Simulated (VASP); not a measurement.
# GaAs (F-43m) in VASP: further runs, part 3 of 3

VASP 6.6.1. The steps go on from the part before.

## Step 6: Relaxation of cell and atoms, r2SCAN, target pressure 7 GPa, at which the enthalpy is minimised

This run uses another cell than the first one, of 22.75 Å³/atom, 0.971 times its volume.

POSCAR reads:

```
GaAs
1.0
    2.8334300943      2.8334300943      0.0000000000
   -2.8334300943      2.8334300943      0.0000000000
    0.0000000000      2.8334300943      2.8334300943
Ga As
1 1
Direct
    0.0000000000      0.0000000000      0.0000000000
    0.7500000000      0.2500000000      0.5000000000
```

INCAR.step1 reads:

```
SYSTEM = GaAs
ALGO     = Normal         ! electronic algorithm
EDIFF    = 1E-4           ! SCF threshold, eV
ENCUT    = 600            ! plane-wave cutoff, eV
GGA      = PE             ! functional
ISMEAR   = 0              ! smearing method
LASPH    = .True.         ! aspherical terms in the spheres
LCHARG   = .False.        ! write CHGCAR
LREAL    = .False.        ! projectors in reciprocal space
LWAVE    = .True.         ! write WAVECAR
NELM     = 80             ! most SCF steps
PREC     = Accurate       ! precision mode
SIGMA    = 0.01           ! smearing width, eV
```

INCAR.step2 reads:

```
SYSTEM = GaAs
ALGO     = Normal         ! electronic algorithm
EDIFF    = 1E-7           ! SCF threshold, eV
EDIFFG   = -0.002         ! ionic threshold
ENCUT    = 600            ! plane-wave cutoff, eV
IBRION   = 2              ! ionic algorithm
ISIF     = 3              ! what is computed and relaxed
ISMEAR   = 0              ! smearing method
ISTART   = 1            
LASPH    = .True.         ! aspherical terms in the spheres
LCHARG   = .False.        ! write CHGCAR
LMIXTAU  = .True.       
LREAL    = .False.        ! projectors in reciprocal space
LWAVE    = .False.        ! write WAVECAR
METAGGA  = R2SCAN         ! meta-GGA
NELM     = 80             ! most SCF steps
NSW      = 100            ! ionic steps
PREC     = Accurate       ! precision mode
PSTRESS  = 70.0         
SIGMA    = 0.01           ! smearing width, eV
```

KPOINTS reads:

```
k-points
0
Gamma
  8 8 8
  0 0 0
```

Potentials or basis: VASP PAW PBE potentials, release 64 (Ga_d, As).

On the command line:

```sh
> cat potpaw_PBE.64/Ga_d/POTCAR potpaw_PBE.64/As/POTCAR > POTCAR
> cp INCAR.step1 INCAR
> mpirun -np 1 vasp_std > vasp.out
> cp INCAR.step2 INCAR
> mpirun -np 1 vasp_std > vasp.out
```

OUTCAR:

```text
SYSTEM = GaAs
   EDIFF = 1E-7
   EDIFFG = -0.002
   ENCUT = 600
   IBRION = 2
   ISIF = 3
   ISMEAR = 0
   ISTART = 1
   LASPH = .True.
   LREAL = .False.
   METAGGA = R2SCAN
   NELM = 80
   NSW = 100
   PREC = Accurate
   PSTRESS = 70.0

 ion  position               nearest neighbor table
   1  0.000  0.000  0.000-   2 2.45   2 2.45   2 2.45   2 2.45
   2  0.750  0.250  0.500-   1 2.45   1 2.45   1 2.45   1 2.45

  LATTYP: Found a face centered cubic cell.
 ALAT       =     5.6668601886

  Lattice vectors:

 A1 = (   0.0000000000,   2.8334300943,   2.8334300943)
 A2 = (   2.8334300943,   0.0000000000,   2.8334300943)
 A3 = (   2.8334300943,   2.8334300943,   0.0000000000)

Analysis of symmetry for initial positions (statically):
=====================================================================
 Subroutine PRICEL returns:
 Original cell was already a primitive cell.

 Routine SETGRP: Setting up the symmetry group for a
 face centered cubic supercell.

 Subroutine GETGRP returns: Found 24 space group operations
 (whereof 24 operations were pure point group operations)
 out of a pool of 48 trial point group operations.

The static configuration has the point symmetry T_d .

Analysis of symmetry for dynamics (positions and initial velocities):
=====================================================================
 Subroutine PRICEL returns:
 Original cell was already a primitive cell.

 Routine SETGRP: Setting up the symmetry group for a
 face centered cubic supercell.

 Subroutine GETGRP returns: Found 24 space group operations
 (whereof 24 operations were pure point group operations)
 out of a pool of 48 trial point group operations.

The dynamic configuration has the point symmetry T_d .

 Subroutine INISYM returns: Found 24 space group operations
 (whereof 24 operations are pure point group operations),
 and found     1 'primitive' translations

----------------------------------------------------------------------------------------

                                     Primitive cell

  volume of cell :      45.4954

  direct lattice vectors                    reciprocal lattice vectors
     2.833430094  2.833430094  0.000000000     0.176464562  0.176464562 -0.176464562
    -2.833430094  2.833430094  0.000000000    -0.176464562  0.176464562 -0.176464562
     0.000000000  2.833430094  2.833430094     0.000000000  0.000000000  0.352929124

  length of vectors
     4.007075267  4.007075267  4.007075267     0.305645587  0.305645587  0.352929124

  position of ions in fractional coordinates (direct lattice)
     0.000000000  0.000000000  0.000000000
     0.750000000  0.250000000  0.500000000

  ion indices of the primitive-cell ions
   primitive index   ion index
                 1           1
                 2           2

----------------------------------------------------------------------------------------

 KPOINTS: k-points

Automatic generation of k-mesh.
 Grid dimensions read from file:
 generate k-points for:    8    8    8

 Generating k-lattice:

  Cartesian coordinates                     Fractional coordinates (reciprocal lattice)
     0.022058070  0.022058070 -0.022058070     0.125000000  0.000000000  0.000000000
    -0.022058070  0.022058070 -0.022058070     0.000000000  0.125000000  0.000000000
     0.000000000  0.000000000  0.044116140     0.000000000  0.000000000  0.125000000

  Length of vectors
     0.038205698  0.038205698  0.044116140

  Shift w.r.t. Gamma in fractional coordinates (k-lattice)
     0.000000000  0.000000000  0.000000000

 Subroutine IBZKPT returns following result:
 ===========================================

 Found     29 irreducible k-points:

 Following reciprocal coordinates:
            Coordinates               Weight
  0.000000  0.000000  0.000000      1.000000
  0.125000  0.000000  0.000000      8.000000
  0.250000  0.000000  0.000000      8.000000
  0.375000  0.000000  0.000000      8.000000
  0.500000  0.000000  0.000000      4.000000
  0.125000  0.125000  0.000000     12.000000
[... 16 lines left out ...]
  0.375000  0.250000  0.125000     48.000000
  0.500000  0.250000  0.125000     24.000000
 [... further k-points ...]
   k-points           NKPTS =     29   k-points in BZ     NKDIM =     29   number of bands    NBANDS=     13
   number of dos      NEDOS =    301   number of ions     NIONS =      2
   total plane-waves  NPLWV =  32768
   dimension x,y,z NGX =    32 NGY =   32 NGZ =   32
   dimension x,y,z NGXF=    64 NGYF=   64 NGZF=   64
   ions per type =               1   1
   NGX,Y,Z   is equivalent  to a cutoff of  13.28, 13.28, 13.28 a.u.
   NGXF,Y,Z  is equivalent  to a cutoff of  26.55, 26.55, 26.55 a.u.
 SYSTEM =  GaAs
   PREC   = accura    normal or accurate (medium, high low for compatibility)
   ISTART =      1    job   : 0-new  1-cont  2-samecut
   ICHARG =      0    charge: 1-file 2-atom 10-const
   ISPIN  =      1    spin polarized calculation?
   LNONCOLLINEAR =      F non collinear calculations
   LSORBIT =      F    spin-orbit coupling
   LASPH  =      T    aspherical Exc in radial PAW
   ENCUT  =  600.0 eV  44.10 Ry    6.64 a.u.   8.00  8.00  8.00*2*pi/ulx,y,z
   NELM   =     80;   NELMIN=  2; NELMDL=  0     # of ELM steps
   EDIFF  = 0.1E-06   stopping-criterion for ELM
   LREAL  =      F    real-space projection
   EDIFFG = -.2E-02   stopping-criterion for IOM
   NSW    =    100    number of steps for IOM
   IBRION =      2    ionic relax: 0-MD 1-quasi-New 2-CG
   NFREE  =      1    steps in history (QN), initial steepest desc. (CG)
   ISIF   =      3    stress and relaxation
   ISYM   =      2    0-nonsym 1-usesym 2-fastsym
   POTIM  = 0.5000    time-step for ionic-motion
   TEBEG  =    0.0;   TEEND  =   0.0 temperature during run
   PSTRESS=   70.0 pullay stress
   NELECT =      18.0000    total number of electrons
   NUPDOWN=      -1.0000    fix difference up-down
   EMIN   =  10.00;   EMAX   =-10.00  energy-range for DOS
   EFERMI =   0.00;   METHOD = LEGACY
   ISMEAR =     0;   SIGMA  =   0.01  broadening in eV -4-tet -1-fermi 0-gaus
   EFERMI_NEDOS =   21; number of points for ismear=-14 and -15
   IALGO  =     38    algorithm
   IMIX   =      4    mixing-type and parameters
     AMIX     =   0.40;   BMIX     =  1.00
     AMIX_MAG =   1.60;   BMIX_MAG =  1.00
  volume/ion in A,a.u.               =      22.75       153.51
  Fermi-wavevector in a.u.,A,eV,Ry     =   1.201830  2.271130 19.652203  1.444396
  Thomas-Fermi vector in A             =   2.337628
   LORBIT       =      0    0 simple, 1 ext, 2 COOP (PROOUT), +10 PAW based schemes
   METAGGA = R2SCAN    functional components
   LHFCALC =     F    Hartree Fock is set to
   AEXX    =    0.0000 exact exchange contribution
   IVDW    =     0    specifies the selected vdW correction
   LEPSILON=     F    determine dielectric tensor
   LRPA    =     F    only Hartree local field effects (RPA)
 conjugate gradient relaxation of ions
 non-spin polarized calculation
 Gauss-broadening in eV      SIGMA  =   0.01
  energy-cutoff  :      600.00
  volume of cell :       45.50
 maximum number of plane-waves:      1540
   NGX = 17   NGY = 17   NGZ = 17

--------------------------------------- Ionic step        1  -------------------------------------------

 number of electron      18.0000010 magnetization

 Free energy of the ion-electron system (eV)
  ---------------------------------------------------
  ext. energy  EPLUGINS =         0.00000000
  ---------------------------------------------------
  free energy    TOTEN  =       -27.05408556 eV

  energy without entropy =      -27.05408556  energy(sigma->0) =      -27.05408556

 E-fermi :   3.6690     XC(G=0): -10.2218

 val. band max:        3.6139020995   @ k =   0.0000   0.0000   0.0000
 cond. band min:       4.5536819421   @ k =   0.0000   0.0000   0.0000
 fundamental gap:      0.9397798426
 Fermi energy:         3.6690079688

 k-point     1 :       0.0000    0.0000    0.0000
  band No.  band energies     occupation
      1     -11.6117      2.00000
      2     -11.6117      2.00000
      3     -11.6117      2.00000
      4     -11.5238      2.00000
      5     -11.5237      2.00000
      6      -9.5451      2.00000
      7       3.6139      2.00000
      8       3.6139      2.00000
      9       3.6139      2.00000
     10       4.5537      0.00000
     11       7.6524      0.00000
     12       7.6525      0.00000
     13       7.6525      0.00000
[... 593 lines left out ...]
  enthalpy is  TOTEN    =       -25.1479657630 eV   P V=        1.8346415278

--------------------------------------- Ionic step        7  -------------------------------------------

 number of electron      17.9999991 magnetization

 Free energy of the ion-electron system (eV)
  ---------------------------------------------------
  ext. energy  EPLUGINS =         0.00000000
  ---------------------------------------------------
  free energy    TOTEN  =       -26.98327473 eV

  energy without entropy =      -26.98327473  energy(sigma->0) =      -26.98327473

 E-fermi :   4.4725     XC(G=0): -10.6098

 val. band max:        4.3975072920   @ k =   0.0000   0.0000   0.0000
 cond. band min:       5.9874728055   @ k =   0.5000   0.0000   0.0000
 fundamental gap:      1.5899655135
 Fermi energy:         4.4724656325

 k-point     1 :       0.0000    0.0000    0.0000
  band No.  band energies     occupation
      1     -10.9866      2.00000
      2     -10.9865      2.00000
      3     -10.9865      2.00000
      4     -10.8752      2.00000
      5     -10.8752      2.00000
      6      -9.3814      2.00000
      7       4.3975      2.00000
      8       4.3975      2.00000
      9       4.3975      2.00000
     10       5.9936      0.00000
     11       8.4473      0.00000
     12       8.4473      0.00000
     13       8.4474      0.00000
[... 397 lines left out ...]
  FREE ENERGIE OF THE ION-ELECTRON SYSTEM (eV)
  ---------------------------------------------------
  free  energy   TOTEN  =       -26.9832747344 eV

  energy  without entropy=      -26.9832747344  energy(sigma->0) =      -26.98327473

  enthalpy is  TOTEN    =       -25.1479646043 eV   P V=        1.8353101301

 reached required accuracy - stopping structural energy minimisation
```

It took 3 min on 1 thread of Intel Xeon 6975P-C (Granite Rapids), shared host; peak memory 0.21 GiB.

Results:

| Property | Result |
| --- | --- |
| Free energy | -26.9833 eV |
| Relaxed volume | 21.00 Å³/atom |
| Relaxed cell | a = 3.902 Å, b = 3.902 Å, c = 3.902 Å, α = 60.00°, β = 60.00°, γ = 90.00° |
| Space group after relaxing (to 0.05 Å) | F-43m (No. 216) |
| Energy change on relaxing (the enthalpy is what falls) | +35.4 meV/atom |
| Ionic steps | 7 |
| Pressure after relaxing | 7.0 GPa |
| Band gap on the k mesh | 1.59 eV, indirect (least direct gap 1.60 eV) |

Step by step:
```tsv
step	energy change (eV)	largest force (eV/Å)	pressure (GPa)	volume (Å³)
1	0.0000	0.0000	0.06	45.50
2	0.2511	0.0000	14.91	39.31
3	0.0701	0.0000	6.97	42.02
4	0.0730	0.0000	7.13	41.96
5	0.0691	0.0000	6.90	42.05
6	0.0715	0.0000	7.04	41.99
7	0.0708	0.0000	6.99	42.01
```

Final structure:
```
Ga As
1.0
     2.75908    2.75908    0.00000
    -2.75908    2.75908    0.00000
     0.00000    2.75908    2.75908
Ga As
1 1
Direct
  0.00000 0.00000 0.00000
  0.75000 0.25000 0.50000
```

Levels at points of the mesh, in eV from the valence-band top:
| k point | band 5 | band 6 | band 7 | band 8 | band 9 | band 10 | band 11 | band 12 | band 13 |
| --- | --- | --- | --- | --- | --- | --- | --- | --- | --- |
| (0.00, 0.00, 0.00) | -15.27 | -13.78 | 0.00 | 0.00 | 0.00 | 1.60 | 4.05 | 4.05 | 4.05 |
| (0.50, 0.00, 0.00) | -15.27 | -11.68 | -7.25 | -1.30 | -1.30 | 1.59 | 5.00 | 5.00 | 8.38 |
| (0.50, 0.50, 0.00) | -15.26 | -10.80 | -7.37 | -3.05 | -3.05 | 1.61 | 1.90 | 11.48 | 11.48 |

Caveat: the cell is relaxed towards a set pressure, so the enthalpy falls and the energy may rise; the PAW data sets were made with another functional, which shifts forces and pressure a little.

## Step 7: Overview

```tsv
task	cell	cutoff (eV)	gap on the mesh (eV)	pressure (GPa)
single point	a = 4.046 Å, angles 60.0, 60.0, 90.0°, 2 atoms	520	0.71	-1.9
relaxation of cell and atoms	relaxed to -2 GPa from a = 4.007 Å, angles 60.0, 60.0, 90.0°, 2 atoms	600	0.70	-2.0
relaxation of cell and atoms	relaxed to 2 GPa from a = 4.007 Å, angles 60.0, 60.0, 90.0°, 2 atoms	600	1.14	2.0
relaxation of cell and atoms	relaxed to 4 GPa from a = 4.007 Å, angles 60.0, 60.0, 90.0°, 2 atoms	600	1.34	4.0
relaxation of cell and atoms	relaxed to 7 GPa from a = 4.007 Å, angles 60.0, 60.0, 90.0°, 2 atoms	600	1.59	7.0
```

Alike in all rows: level r2SCAN; potentials or basis VASP PAW PBE potentials, release 64 (Ga_d, As); no spin polarisation; k mesh 8 × 8 × 8; smearing gaussian 0.01 eV.

Caveats: the PAW data sets were made with another functional, which shifts forces and pressure a little; the cell is relaxed towards a set pressure, so the enthalpy falls and the energy may rise (some runs).

Total energies depend on the potentials used, so only differences within one code and one set of settings carry meaning.

## Step 8: How close it comes

Step 2. Measured gap of GaAs: 1.412 eV (direct; 300 K; “Evidence of valence band perturbations in GaAsN/GaAs(001): A combined variable-angle spectroscopic ellipsometry and modulated photoreflectance investigation”, 2008, arxiv:0805.2212). This calculation gives 0.71 eV (-0.70 eV). 3 values of this kind are on record (1.412 to 1.51 eV); this one was drawn at random among those near their median, those with a stated uncertainty first. Spin-orbit coupling on As, Ga is left out. The value is that of r2SCAN, without temperature or zero-point motion.
